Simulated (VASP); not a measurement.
# AlN (wurtzite to rock salt path) (P6_3mc) in VASP: single point with PBEsol

Aim: the single point of AlN (wurtzite to rock salt path) with PBEsol.

All numbers are computed with VASP 6.6.1; they aren't measurements. Logs are shortened: lines on timing, memory, paths and dates and some standing lists are left out, and cuts for length are marked.

**1. The cell of the first run**

The typed cell holds 4 atoms: a = 3.183 Å, b = 3.183 Å, c = 4.138 Å, α = 90.00°, β = 90.00°, γ = 120.00°.

**2. Single point, PBEsol**

The input, INCAR:

```
ALGO = Normal
EDIFF = 1E-7
ENCUT = 520
GGA = PS
ISIF = 2
ISMEAR = 0
LASPH = T
LCHARG = F
LREAL = F
LWAVE = F
NBANDS = 16
NELM = 100
PREC = Accurate
SIGMA = 0.01
```

The input, KPOINTS:

```
k-points
0
Gamma
  9 9 7
```

The input, POSCAR:

```
AlN
1.0
    1.5914478754     -2.7563877201      0.0000000000
    1.5914478754      2.7563877201      0.0000000000
    0.0000000000      0.0000000000      4.1377644759
Al N
2 2
Direct
    0.0000022203     -0.0000022203     -0.0144487449
    0.6666644464      0.3333355536      0.4855512551
    0.0000027285     -0.0000027285      0.4844487449
    0.6666639382      0.3333360618      0.9844487449
```

Potentials or basis: VASP PAW PBE potentials, release 64 (Al, N).

Started as:

```bash
$ cat potpaw_PBE.64/Al/POTCAR potpaw_PBE.64/N/POTCAR > POTCAR
$ mpirun -np 1 vasp_std > vasp.out
```

OUTCAR:

```text
EDIFF = 1E-7
   ENCUT = 520
   GGA = PS
   ISIF = 2
   ISMEAR = 0
   LASPH = T
   LREAL = F
   NELM = 100
   PREC = Accurate

 ion  position               nearest neighbor table
   1  0.000  1.000  0.986-   4 1.84   4 1.84   4 1.84   3 2.06   3 2.07   2 2.77   2 2.77   2 2.77
                             2 2.77   2 2.77   2 2.77
   2  0.667  0.333  0.486-   3 1.84   3 1.84   3 1.84   4 2.06   4 2.07   1 2.77   1 2.77   1 2.77
                             1 2.77   1 2.77   1 2.77
   3  0.000  1.000  0.484-   2 1.84   2 1.84   2 1.84   1 2.06   1 2.07
   4  0.667  0.333  0.984-   1 1.84   1 1.84   1 1.84   2 2.06   2 2.07

  LATTYP: Found a base centered orthorhombic cell.
 ALAT       =     3.1828957508
 B/A-ratio  =     1.7319999999
 C/A-ratio  =     1.3000000000

  Lattice vectors:

 A1 = (   1.5914478754,  -2.7563877201,   0.0000000000)
 A2 = (   1.5914478754,   2.7563877201,   0.0000000000)
 A3 = (   0.0000000000,   0.0000000000,   4.1377644759)

Analysis of symmetry for initial positions (statically):
=====================================================================
 Subroutine PRICEL returns:
 Original cell was already a primitive cell.

 Routine SETGRP: Setting up the symmetry group for a
 base centered orthorhombic supercell.

 Subroutine GETGRP returns: Found  4 space group operations
 (whereof  2 operations were pure point group operations)
 out of a pool of  8 trial point group operations.

The static configuration has the point symmetry C_1h.
 The point group associated with its full space group is C_2v.

Analysis of symmetry for dynamics (positions and initial velocities):
=====================================================================
 Subroutine PRICEL returns:
 Original cell was already a primitive cell.

 Routine SETGRP: Setting up the symmetry group for a
 base centered orthorhombic supercell.

 Subroutine GETGRP returns: Found  4 space group operations
 (whereof  2 operations were pure point group operations)
 out of a pool of  8 trial point group operations.

The dynamic configuration has the point symmetry C_1h.
 The point group associated with its full space group is C_2v.

 Subroutine INISYM returns: Found  4 space group operations
[... 92 lines left out ...]
   PREC   = accura    normal or accurate (medium, high low for compatibility)
   ISTART =      0    job   : 0-new  1-cont  2-samecut
   ICHARG =      2    charge: 1-file 2-atom 10-const
   ISPIN  =      1    spin polarized calculation?
   LNONCOLLINEAR =      F non collinear calculations
   LSORBIT =      F    spin-orbit coupling
   LASPH  =      T    aspherical Exc in radial PAW
   ENCUT  =  520.0 eV  38.22 Ry    6.18 a.u.   5.92  5.92  7.69*2*pi/ulx,y,z
   NELM   =    100;   NELMIN=  2; NELMDL= -5     # of ELM steps
   EDIFF  = 0.1E-06   stopping-criterion for ELM
   LREAL  =      F    real-space projection
   EDIFFG = 0.1E-05   stopping-criterion for IOM
   NSW    =      0    number of steps for IOM
   IBRION =     -1    ionic relax: 0-MD 1-quasi-New 2-CG
   NFREE  =      0    steps in history (QN), initial steepest desc. (CG)
   ISIF   =      2    stress and relaxation
   ISYM   =      2    0-nonsym 1-usesym 2-fastsym
   POTIM  = 0.5000    time-step for ionic-motion
   TEBEG  =    0.0;   TEEND  =   0.0 temperature during run
   PSTRESS=    0.0 pullay stress
   NELECT =      16.0000    total number of electrons
   NUPDOWN=      -1.0000    fix difference up-down
   EMIN   =  10.00;   EMAX   =-10.00  energy-range for DOS
   EFERMI =   0.00;   METHOD = LEGACY
   ISMEAR =     0;   SIGMA  =   0.01  broadening in eV -4-tet -1-fermi 0-gaus
   EFERMI_NEDOS =   21; number of points for ismear=-14 and -15
   IALGO  =     38    algorithm
   IMIX   =      4    mixing-type and parameters
     AMIX     =   0.40;   BMIX     =  1.00
     AMIX_MAG =   1.60;   BMIX_MAG =  1.00
  volume/ion in A,a.u.               =       9.08        61.24
  Fermi-wavevector in a.u.,A,eV,Ry     =   1.245868  2.354349 21.118784  1.552187
  Thomas-Fermi vector in A             =   2.380071
   LORBIT       =      0    0 simple, 1 ext, 2 COOP (PROOUT), +10 PAW based schemes
   GGA     = PS    functional components
   LHFCALC =     F    Hartree Fock is set to
   AEXX    =    0.0000 exact exchange contribution
   IVDW    =     0    specifies the selected vdW correction
   LEPSILON=     F    determine dielectric tensor
   LRPA    =     F    only Hartree local field effects (RPA)
 non-spin polarized calculation
 Gauss-broadening in eV      SIGMA  =   0.01
  energy-cutoff  :      520.00
  volume of cell :       36.30
 maximum number of plane-waves:       988
   NGX = 11   NGY = 11   NGZ = 15

 number of electron      16.0000003 magnetization

 Free energy of the ion-electron system (eV)
  ---------------------------------------------------
  ext. energy  EPLUGINS =         0.00000000
  ---------------------------------------------------
  free energy    TOTEN  =       -30.74678800 eV

  energy without entropy =      -30.74678800  energy(sigma->0) =      -30.74678800

 E-fermi :   9.1504     XC(G=0): -11.7687

 val. band max:        9.0363397844   @ k =   0.0000   0.0000   0.0000
 cond. band min:      12.8561331502   @ k =   0.0000   0.0000   0.0000
 fundamental gap:      3.8197933658
 Fermi energy:         9.1504391507

 k-point     1 :       0.0000    0.0000    0.0000
  band No.  band energies     occupation
      1      -8.5606      2.00000
      2      -4.5836      2.00000
      3       1.3701      2.00000
      4       5.4782      2.00000
      5       5.4785      2.00000
      6       7.0880      2.00000
[... 433 lines left out ...]
      3       1.8981      2.00000
      4       3.9062      2.00000
      5       4.0190      2.00000
      6       4.2682      2.00000
[... 8 lines left out ...]
     15      22.5642      0.00000
     16      22.7764      0.00000

 [... further k-points ...]
[... 5 lines left out ...]
  --------------------------------------------------------------------------------------
  -------------------------------------------------------------------------------------
  Total        5.6110090      5.6118603      2.4103707      0.0000000      0.0000000      0.0000000
  in kB      247.6412911    247.6788649    106.3814566      0.0000000      0.0000000      0.0000000
  external PRESSURE =     200.5672042 kB  Pullay stress =       0.0000000 kB

 VOLUME and BASIS-vectors are now :
 -----------------------------------------------------------------------------
  energy-cutoff  :      520.00
  volume of cell :       36.30
      direct lattice vectors                 reciprocal lattice vectors
     1.591447875 -2.756387720  0.000000000     0.314179313 -0.181396832  0.000000000
     1.591447875  2.756387720  0.000000000     0.314179313  0.181396832  0.000000000
     0.000000000  0.000000000  4.137764476     0.000000000  0.000000000  0.241676395

 POSITION                                       TOTAL-FORCE (eV/Angst)
 -----------------------------------------------------------------------------------
      1.59145      2.75638      4.07798         0.000000      0.000025     -0.005114
      1.59145     -0.91878      2.00910         0.000000     -0.000025     -0.005114
      1.59145      2.75637      2.00453         0.000000      0.000015      0.005114
      1.59145     -0.91878      4.07342         0.000000     -0.000015      0.005114
 -----------------------------------------------------------------------------------
    total drift:                                0.000000      0.000000     -0.000028

  FREE ENERGIE OF THE ION-ELECTRON SYSTEM (eV)
  ---------------------------------------------------
  free  energy   TOTEN  =       -30.7467879978 eV

  energy  without entropy=      -30.7467879978  energy(sigma->0) =      -30.74678800
```

stdout:

```text
POSCAR found type information on POSCAR AlN
 POSCAR found :  2 types and       4 ions
 scaLAPACK will be used
 -----------------------------------------------------------------------------
|                                                                             |
|                                                                             |
|     You enforced a specific xc type in the INCAR file but a different       |
|     I HOPE YOU KNOW WHAT YOU ARE DOING!                                     |
|                                                                             |
 -----------------------------------------------------------------------------

 LDA part: xc-table for (Slater+PW92), standard interpolation
 POSCAR, INCAR and KPOINTS ok, starting setup
 FFT: planning ... GRIDC
 FFT: planning ... GRID_SOFT
 FFT: planning ... GRID
 WAVECAR not read
 entering main loop
```

It took 28 s on 1 thread of Intel Xeon Platinum 8259CL at 2.50GHz (Skylake/Cascade Lake), shared host; peak memory 0.17 GiB.

What came out:

```
Free energy            : -30.7468 eV
Pressure               : 20.1 GPa
Largest force          : 0.005 eV/Å
Band gap on the k mesh : 3.82 eV, direct
```

Forces on the atoms (eV/Å):
```
Al   0.000  0.000 -0.005
Al   0.000  0.000 -0.005
N    0.000  0.000  0.005
N    0.000  0.000  0.005
```

Levels at points of the mesh, in eV from the valence-band top:
| k point | band 4 | band 5 | band 6 | band 7 | band 8 | band 9 | band 10 | band 11 | band 12 | band 13 |
| --- | --- | --- | --- | --- | --- | --- | --- | --- | --- | --- |
| (0.00, 0.00, 0.00) | -3.56 | -3.56 | -1.95 | -1.95 | 0.00 | 3.82 | 5.14 | 8.72 | 8.72 | 11.82 |

Caveat: the PAW data sets were made with another functional, which shifts forces and pressure a little. PBEsol gaps usually lie below the measured ones, often by a third to a half.
